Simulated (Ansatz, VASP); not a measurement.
Cu in VASP and in Ansatz

INCAR

```
SYSTEM = Cu
PREC = Accurate
ENCUT = 600
EDIFF = 1E-6
ISMEAR = 1
SIGMA = 0.0584
LREAL = .FALSE.
LASPH = .TRUE.
NELM = 120
ALGO = Normal
ISIF = 2
LWAVE = .FALSE.
LCHARG = .FALSE.
GGA = PE
NBANDS = 12
GGA_COMPAT = .FALSE.
```

KPOINTS

```
Automatic mesh
0
G
  9 9 9
  0 0 0
```

Contents of POSCAR:

```
Cu
1.0
    0.0000000000      1.7810820000      1.7810820000
    1.7810820000      0.0000000000      1.7810820000
    1.7810820000      1.7810820000      0.0000000000
Cu
1
Direct
    0.0000000000      0.0000000000      0.0000000000
```

Input for Ansatz:

```yaml
crystal:
  lattice:
    - [0.0, 1.781082, 1.781082]
    - [1.781082, 0.0, 1.781082]
    - [1.781082, 1.781082, 0.0]
  atoms:
    - { symbol: Cu, position: [0.0, 0.0, 0.0] }
  symmetry: { tolerance: 0.0003 }
kpoints:
  mp_grid: { grid: [9, 9, 9], shift: [0, 0, 0] }
magnetization:
  spin_polarized: false
scf:
  occupations: { method: cold, width: 0.0584 }
hamiltonian:
  pseudopotentials: { kind: paw }
  xc: pbe
basis:
  ecutwfc: "700 eV"
output:
  forces: true
  stress: true
  eigenvalues: true
```

Alike in both runs: task single point; functional PBE; k mesh 9 × 9 × 9; no spin polarisation.

|  | VASP | Ansatz |
| --- | --- | --- |
| version | VASP 6.6.1 | Ansatz 0.2.0 |
| potentials or method | VASP PAW PBE potentials, release 64 (Cu), cutoff 600 eV | PAW plane waves |
| occupations | methfessel-paxton of order 1, width 0.0584 eV | cold, width 0.0584 eV |
| valence electrons in the cell | 11 | 19 |

Ansatz gave:

- gap on the k mesh at the Fermi level (eV): none
- pressure (GPa): 9.1

Task: Which values does VASP return?

Result: gap on the k mesh at the Fermi level (eV): none; pressure (GPa): 9.8.

A gap of «none» marks a metal or a gap that the smearing closes. VASP's potentials hold 11 valence electrons a cell and Ansatz's 19, so a difference there can come from the potentials and not from the codes.
